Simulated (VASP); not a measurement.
## Tl: single point with PBE

Tl:

```
CELL_PARAMETERS angstrom
-1.67787 1.67787 1.67787
1.67787 -1.67787 1.67787
1.67787 1.67787 -1.67787
ATOMIC_POSITIONS crystal
Tl 0.00000 0.00000 0.00000
```

This cell differs from its parent crystal: volume scaled by 0.6.

- Program: VASP 6.6.1
- Task: single point
- Functional: PBE
- Potentials or basis: VASP PAW PBE potentials, release 64 (Tl_d)
- Cutoff: 520 eV
- k mesh: 15 × 15 × 15
- Occupations: fermi-dirac, width 0.08 eV
- Spin: no spin polarisation
- Dipole correction: no
- Further INCAR settings: ALGO = Normal; EDIFF = 1e-06; NBANDS = 12

The pressure is 53.8 GPa.

Levels at points of the mesh, in eV from the Fermi level:
```
           k point  band 2  band 3  band 4  band 5  band 6  band 7  band 8  band 9  band 10  band 11
(0.00, 0.00, 0.00)  -13.10  -13.10  -13.10  -12.01  -12.01   12.58   12.58   12.58    15.96    15.96
```

It took 13 s on 1 thread of Intel(R) Xeon(R) Platinum 8488C (Sapphire Rapids) (shared host), peak memory 0.16 GiB.

Caveat: spin-orbit coupling is left out, which moves the levels of the heavy elements.
